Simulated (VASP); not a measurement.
# Sn3H (I4/mmm) in VASP: single point with PBE

Aim: the single point of Sn3H with PBE.

Everything below comes from runs of VASP 6.6.1. Logs are shortened: lines on timing, memory, paths and dates and some standing lists are left out, and cuts for length are marked.

## (1) The cell of the first run

It takes space group I4/mmm (No. 139, tetragonal). Conventional cell: a = 5.075 Å, b = 5.075 Å, c = 7.159 Å, α = 90.00°, β = 90.00°, γ = 90.00°. Sn (site symmetry 4/mmm) has 8 Sn at 3.11 Å and 6 H at 3.58 to 3.59 Å within 4.1 Å. Sn (site symmetry -4m2) has 10 Sn at 3.11 to 3.59 Å and 4 H at 3.11 Å within 4.1 Å. Within 4.1 Å of H (site symmetry 4/mmm) lie 14 Sn at 3.11 to 3.59 Å.

## (2) Single point, PBE

File INCAR:

```
  PREC = Accurate
  ENCUT = 520
  EDIFF = 1E-6
  ISMEAR = 0
  SIGMA = 0.1
  LREAL = F
  LASPH = T
  NELM = 80
  ALGO = Normal
  ISIF = 2
  LWAVE = F
  LCHARG = F
  GGA = PE
  NBANDS = 30
```

File KPOINTS:

```
Automatic mesh
0
Gamma
  14 14 14
```

File POSCAR:

```
Sn3H
1.0
   -2.5373322902      2.5373322902      3.5794343009
    2.5373322902     -2.5373322902      3.5794343009
    2.5373322902      2.5373322902     -3.5794343009
Sn H
3 1
Direct
    0.5000000000      0.5000000000      0.0000000000
    0.2500000000      0.7500000000      0.5000000000
    0.7500000000      0.2500000000      0.5000000000
    0.0000000000      0.0000000000      0.0000000000
```

Potentials or basis: VASP PAW PBE potentials, release 64 (Sn_d, H).

The run is started by

```bash
$ cat potpaw_PBE.64/Sn_d/POTCAR potpaw_PBE.64/H/POTCAR > POTCAR
$ mpirun -np 1 vasp_std > vasp.out
```

OUTCAR:

```text
PREC = Accurate
   ENCUT = 520
   EDIFF = 1E-6
   ISMEAR = 0
   LREAL = F
   LASPH = T
   NELM = 80
   ISIF = 2
   GGA = PE

 ion  position               nearest neighbor table
   1  0.500  0.500  0.000-   2 3.11   3 3.11   2 3.11   3 3.11   2 3.11   3 3.11   2 3.11   3 3.11

   2  0.250  0.750  0.500-   1 3.11   1 3.11   1 3.11   1 3.11   3 3.58   3 3.58   3 3.59   3 3.59
                             3 3.59   3 3.59
   3  0.750  0.250  0.500-   1 3.11   1 3.11   1 3.11   1 3.11   2 3.58   2 3.58   2 3.59   2 3.59
                             2 3.59   2 3.59
   4  0.000  0.000  0.000-

  LATTYP: Found a body centered tetragonal cell.
 ALAT       =     5.0746645804
 C/A-ratio  =     1.4107077401

  Lattice vectors:

 A1 = (  -2.5373322902,   2.5373322902,   3.5794343009)
 A2 = (   2.5373322902,  -2.5373322902,   3.5794343009)
 A3 = (   2.5373322902,   2.5373322902,  -3.5794343009)

Analysis of symmetry for initial positions (statically):
=====================================================================
 Subroutine PRICEL returns:
 Original cell was already a primitive cell.

 Routine SETGRP: Setting up the symmetry group for a
 body centered tetragonal supercell.

 Subroutine GETGRP returns: Found 16 space group operations
 (whereof 16 operations were pure point group operations)
 out of a pool of 16 trial point group operations.

The static configuration has the point symmetry D_4h.

Analysis of symmetry for dynamics (positions and initial velocities):
=====================================================================
 Subroutine PRICEL returns:
 Original cell was already a primitive cell.

 Routine SETGRP: Setting up the symmetry group for a
 body centered tetragonal supercell.

 Subroutine GETGRP returns: Found 16 space group operations
 (whereof 16 operations were pure point group operations)
 out of a pool of 16 trial point group operations.

The dynamic configuration has the point symmetry D_4h.

 Subroutine INISYM returns: Found 16 space group operations
 (whereof 16 operations are pure point group operations),
 and found     1 'primitive' translations

----------------------------------------------------------------------------------------

                                     Primitive cell

  volume of cell :      92.1784

  direct lattice vectors                    reciprocal lattice vectors
    -2.537332290  2.537332290  3.579434301     0.000000000  0.197057359  0.139686877
     2.537332290 -2.537332290  3.579434301     0.197057359  0.000000000  0.139686877
     2.537332290  2.537332290 -3.579434301     0.197057359  0.197057359  0.000000000

  length of vectors
     5.068378460  5.068378460  5.068378460     0.241545082  0.241545082  0.278681190

  position of ions in fractional coordinates (direct lattice)
     0.500000000  0.500000000  0.000000000
     0.250000000  0.750000000  0.500000000
     0.750000000  0.250000000  0.500000000
     0.000000000  0.000000000  0.000000000

  ion indices of the primitive-cell ions
   primitive index   ion index
                 1           1
                 2           2
                 3           3
                 4           4

----------------------------------------------------------------------------------------

 KPOINTS: Automatic mesh

Automatic generation of k-mesh.
 Grid dimensions read from file:
 generate k-points for:   14   14   14

 Generating k-lattice:

  Cartesian coordinates                     Fractional coordinates (reciprocal lattice)
     0.000000000  0.014075526  0.009977634     0.071428571 -0.000000000  0.000000000
     0.014075526  0.000000000  0.009977634    -0.000000000  0.071428571  0.000000000
     0.014075526  0.014075526  0.000000000     0.000000000  0.000000000  0.071428571

  Length of vectors
     0.017253220  0.017253220  0.019905799

  Shift w.r.t. Gamma in fractional coordinates (k-lattice)
     0.000000000  0.000000000  0.000000000

 Subroutine IBZKPT returns following result:
 ===========================================

 Found    244 irreducible k-points:

 Following reciprocal coordinates:
            Coordinates               Weight
  0.000000  0.000000  0.000000      1.000000
  0.071429  0.000000 -0.000000      8.000000
  0.142857 -0.000000  0.000000      8.000000
  0.214286  0.000000  0.000000      8.000000
  0.285714 -0.000000  0.000000      8.000000
  0.357143  0.000000 -0.000000      8.000000
[... 16 lines left out ...]
  0.214286  0.142857  0.000000     16.000000
  0.285714  0.142857  0.000000     16.000000
 [... further k-points ...]
   k-points           NKPTS =    244   k-points in BZ     NKDIM =    244   number of bands    NBANDS=     30
   number of dos      NEDOS =    301   number of ions     NIONS =      4
   total plane-waves  NPLWV =  64000
   dimension x,y,z NGX =    40 NGY =   40 NGZ =   40
   dimension x,y,z NGXF=    80 NGYF=   80 NGZF=   80
   ions per type =               3   1
   NGX,Y,Z   is equivalent  to a cutoff of  13.12, 13.12, 13.12 a.u.
   NGXF,Y,Z  is equivalent  to a cutoff of  26.24, 26.24, 26.24 a.u.
 SYSTEM =  unknown system
   PREC   = accura    normal or accurate (medium, high low for compatibility)
   ISTART =      0    job   : 0-new  1-cont  2-samecut
   ICHARG =      2    charge: 1-file 2-atom 10-const
   ISPIN  =      1    spin polarized calculation?
   LNONCOLLINEAR =      F non collinear calculations
   LSORBIT =      F    spin-orbit coupling
   LASPH  =      T    aspherical Exc in radial PAW
   ENCUT  =  520.0 eV  38.22 Ry    6.18 a.u.   9.42  9.42  9.42*2*pi/ulx,y,z
   NELM   =     80;   NELMIN=  2; NELMDL= -5     # of ELM steps
   EDIFF  = 0.1E-05   stopping-criterion for ELM
   LREAL  =      F    real-space projection
   EDIFFG = 0.1E-04   stopping-criterion for IOM
   NSW    =      0    number of steps for IOM
   IBRION =     -1    ionic relax: 0-MD 1-quasi-New 2-CG
   NFREE  =      0    steps in history (QN), initial steepest desc. (CG)
   ISIF   =      2    stress and relaxation
   ISYM   =      2    0-nonsym 1-usesym 2-fastsym
   POTIM  = 0.5000    time-step for ionic-motion
   TEBEG  =    0.0;   TEEND  =   0.0 temperature during run
   PSTRESS=    0.0 pullay stress
   NELECT =      43.0000    total number of electrons
   NUPDOWN=      -1.0000    fix difference up-down
   EMIN   =  10.00;   EMAX   =-10.00  energy-range for DOS
   EFERMI =   0.00;   METHOD = LEGACY
   ISMEAR =     0;   SIGMA  =   0.10  broadening in eV -4-tet -1-fermi 0-gaus
   EFERMI_NEDOS =   21; number of points for ismear=-14 and -15
   IALGO  =     38    algorithm
   IMIX   =      4    mixing-type and parameters
     AMIX     =   0.40;   BMIX     =  1.00
     AMIX_MAG =   1.60;   BMIX_MAG =  1.00
  volume/ion in A,a.u.               =      23.04       155.51
  Fermi-wavevector in a.u.,A,eV,Ry     =   1.269662  2.399312 21.933141  1.612040
  Thomas-Fermi vector in A             =   2.402691
   LORBIT       =      0    0 simple, 1 ext, 2 COOP (PROOUT), +10 PAW based schemes
   GGA     = PE    functional components
   LHFCALC =     F    Hartree Fock is set to
   AEXX    =    0.0000 exact exchange contribution
   IVDW    =     0    specifies the selected vdW correction
   LEPSILON=     F    determine dielectric tensor
   LRPA    =     F    only Hartree local field effects (RPA)
 non-spin polarized calculation
 Gauss-broadening in eV      SIGMA  =   0.10
  energy-cutoff  :      520.00
  volume of cell :       92.18
 maximum number of plane-waves:      2517
 NGX is ok and might be reduce to    40
   NGX = 19   NGY = 19   NGZ = 19

 number of electron      43.0000016 magnetization

 Free energy of the ion-electron system (eV)
  ---------------------------------------------------
  ext. energy  EPLUGINS =         0.00000000
  ---------------------------------------------------
  free energy    TOTEN  =       -13.18797024 eV

  energy without entropy =      -13.17301490  energy(sigma->0) =      -13.18049257

 E-fermi :   6.7208     XC(G=0):  -9.9365

 val. band max:        6.7179925216   @ k =  -0.0714   0.0714   0.0000
 cond. band min:       6.7215995126   @ k =  -0.2857   0.3571   0.2857
 fundamental gap:      0.0036069910
 Fermi energy:         6.7208451834

 k-point     1 :       0.0000    0.0000    0.0000
  band No.  band energies     occupation
      1     -14.9746      2.00000
      2     -14.9739      2.00000
      3     -14.9244      2.00000
      4     -14.9235      2.00000
      5     -14.9235      2.00000
      6     -14.9134      2.00000
[... 22 lines left out ...]
     29      12.0196      0.00000
     30      12.0476      0.00000

 k-point     2 :       0.0714    0.0000   -0.0000
  band No.  band energies     occupation
      1     -14.9723      2.00000
      2     -14.9716      2.00000
      3     -14.9327      2.00000
      4     -14.9285      2.00000
      5     -14.9281      2.00000
      6     -14.9096      2.00000
[... 22 lines left out ...]
     29      12.2695      0.00000
     30      12.2990      0.00000

 k-point     3 :       0.1429   -0.0000    0.0000
  band No.  band energies     occupation
      1     -14.9656      2.00000
      2     -14.9649      2.00000
      3     -14.9419      2.00000
      4     -14.9363      2.00000
      5     -14.9358      2.00000
      6     -14.9038      2.00000
[... 22 lines left out ...]
     29      12.8944      0.00000
     30      12.9269      0.00000

 k-point     4 :       0.2143    0.0000    0.0000
  band No.  band energies     occupation
      1     -14.9550      2.00000
      2     -14.9544      2.00000
      3     -14.9467      2.00000
      4     -14.9444      2.00000
      5     -14.9439      2.00000
      6     -14.8985      2.00000
[... 616 lines left out ...]
     29      13.3401      0.00000
     30      14.5391      0.00000

 k-point    23 :       0.2143    0.1429    0.0000
  band No.  band energies     occupation
      1     -14.9617      2.00000
      2     -14.9484      2.00000
      3     -14.9429      2.00000
      4     -14.9420      2.00000
      5     -14.9314      2.00000
      6     -14.9060      2.00000
[... 22 lines left out ...]
     29      13.6728      0.00000
     30      15.3422      0.00000

 k-point    24 :       0.2857    0.1429    0.0000
  band No.  band energies     occupation
      1     -14.9631      2.00000
      2     -14.9508      2.00000
      3     -14.9406      2.00000
      4     -14.9369      2.00000
      5     -14.9159      2.00000
      6     -14.8999      2.00000
[... 22 lines left out ...]
     29      14.0417      0.00000
     30      15.5326      0.00000

 [... further k-points ...]
[... 5 lines left out ...]
  --------------------------------------------------------------------------------------
  -------------------------------------------------------------------------------------
  Total       -0.0307080     -0.0307080     -0.0103006      0.0000000     -0.0000000      0.0000000
  in kB       -0.5337445     -0.5337445     -0.1790371      0.0000000     -0.0000000      0.0000000
  external PRESSURE =      -0.4155087 kB  Pullay stress =       0.0000000 kB

 VOLUME and BASIS-vectors are now :
 -----------------------------------------------------------------------------
  energy-cutoff  :      520.00
  volume of cell :       92.18
      direct lattice vectors                 reciprocal lattice vectors
    -2.537332290  2.537332290  3.579434301     0.000000000  0.197057359  0.139686877
     2.537332290 -2.537332290  3.579434301     0.197057359  0.000000000  0.139686877
     2.537332290  2.537332290 -3.579434301     0.197057359  0.197057359  0.000000000

 POSITION                                       TOTAL-FORCE (eV/Angst)
 -----------------------------------------------------------------------------------
      0.00000      0.00000      3.57943         0.000000      0.000000      0.000000
      2.53733      0.00000      1.78972        -0.000000      0.000000      0.000000
      0.00000      2.53733      1.78972         0.000000     -0.000000     -0.000000
      0.00000      0.00000      0.00000         0.000000      0.000000      0.000000
 -----------------------------------------------------------------------------------
    total drift:                               -0.000000     -0.000000      0.000000

  FREE ENERGIE OF THE ION-ELECTRON SYSTEM (eV)
  ---------------------------------------------------
  free  energy   TOTEN  =       -13.1879702414 eV

  energy  without entropy=      -13.1730149023  energy(sigma->0) =      -13.18049257
```

It took 17 min on 1 thread of Intel Xeon 8259CL, shared host; peak memory 0.62 GiB.

Results:

| Property | Result |
| --- | --- |
| Free energy | -13.1880 eV |
| Pressure | 0.0 GPa |
| Band gap on the k mesh | zero (an odd number of electrons rules out a gap without spin polarisation) |

Levels at points of the mesh, in eV from the Fermi level:
```csv
k point,band 17,band 18,band 19,band 20,band 21,band 22,band 23,band 24,band 25,band 26
"(0.00, 0.00, 0.00)",-4.41,-2.81,-0.97,-0.95,-0.95,-0.69,-0.69,-0.67,-0.12,3.02
"(0.50, 0.00, 0.00)",-8.05,-4.42,-2.12,-2.11,-1.94,-0.22,-0.22,1.72,3.61,4.65
"(0.50, 0.50, 0.00)",-7.90,-6.04,-3.66,-3.65,-2.86,2.84,3.63,3.68,3.97,4.97
"(0.50, 0.50, 0.50)",-7.89,-6.06,-3.66,-3.66,-2.87,2.81,3.65,3.65,3.97,5.00
```

Caveat: spin-orbit coupling is left out, which moves the levels of the heavy elements.
